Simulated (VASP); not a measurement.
Here is a VASP 6.6.1 calculation.

INCAR

```
SYSTEM = Mg5Zn
PREC = Accurate ; ENCUT = 520
EDIFF = 1E-6 ; ISMEAR = -1
SIGMA = 0.1 ; LREAL = .FALSE.
LASPH = .TRUE. ; NELM = 60
ALGO = Normal ; ISIF = 2
LWAVE = .FALSE. ; LCHARG = .FALSE.
GGA = CA ; NBANDS = 20
```

Contents of KPOINTS:

```
Automatic mesh
0
G
  5 5 5
  0 0 0
```

File POSCAR:

```
Mg5Zn
1.0
    2.7163822570      1.5683040321      5.1165041349
   -2.7163822570      1.5683040321      5.1165041349
    0.0000000000     -3.1366080642      5.1165041349
Mg Zn
5 1
Direct
    0.3397926900      0.0000000000      0.6602073100
    0.8332979600      0.8332979600      0.8332979600
    0.0000000000      0.6602073100      0.3397926900
    0.6602073100      0.3397926900      0.0000000000
    0.1667020400      0.1667020400      0.1667020400
    0.5000000000      0.5000000000      0.5000000000
```

Potentials or basis: VASP PAW LDA potentials, release 64 (Mg, Zn).

The run is started by

```console
$ cat potpaw_LDA.64/Mg/POTCAR potpaw_LDA.64/Zn/POTCAR > POTCAR
$ mpirun -np 1 vasp_std > vasp.out
```

Question: Predict the largest force.

Answer: 0.030 eV/Å.

Question: Estimate the pressure.

Answer: -3.8 GPa.

Stress tensor (GPa, compression positive):
```
-3.99  0.00  0.00
 0.00 -3.99  0.00
 0.00  0.00 -3.45
```
